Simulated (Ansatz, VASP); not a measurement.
# C18N: VASP beside Ansatz

```
C N
1.0
     7.39800    0.00000    0.00000
    -3.69900    6.40686    0.00000
     0.00000    0.00000   12.00000
C N
18 1
Direct
  0.99183 0.99529 0.10965
  0.23010 0.11443 0.10971
  0.99891 0.33189 0.08067
  0.22303 0.44394 0.08068
  0.99891 0.66579 0.08070
  0.22303 0.77785 0.08070
  0.33611 0.99744 0.08358
  0.55509 0.10996 0.07496
  0.33611 0.33742 0.08356
  0.55509 0.44388 0.07495
  0.33471 0.66673 0.07685
  0.55470 0.77673 0.07598
  0.66684 0.99976 0.07493
  0.88583 0.11228 0.08353
  0.66725 0.33300 0.07601
  0.88723 0.44300 0.07686
  0.66685 0.66584 0.07494
  0.88583 0.77230 0.08355
  0.11090 0.05488 0.21320
```

Alike in both runs: functional PBE; k mesh 2 × 2 × 1; occupations gaussian, width 0.05 eV; collinear spin.

Ansatz relaxed the structure, and its values are those at the end. VASP's run is a single point on that final structure, the one shown.

|  | VASP | Ansatz |
| --- | --- | --- |
| version | VASP 6.6.1 | Ansatz 0.2.0 |
| potentials or method | VASP PAW PBE potentials, release 64 (C, N), cutoff 520 eV | scalar-relativistic, plane waves, PAW |
| valence electrons in the cell | 77 | 77 |

```tsv
	VASP	Ansatz	Ansatz less VASP
rms of the force components (eV/Å)	0.031	0.005	-0.0263
net moment per atom (μB)	0.03	0.03	0.000
size of the moment on the site where the two differ most (μB)	0.36	0.28	-0.086
```

Site moments also hang on the region over which each program counts them. The functional is the same, so the differences come from potentials, cutoffs and numerics. Ansatz's warnings: filled band counts differ across k points, seeded moment not kept.

The k mesh is coarse, so the values compare programs but aren't converged.
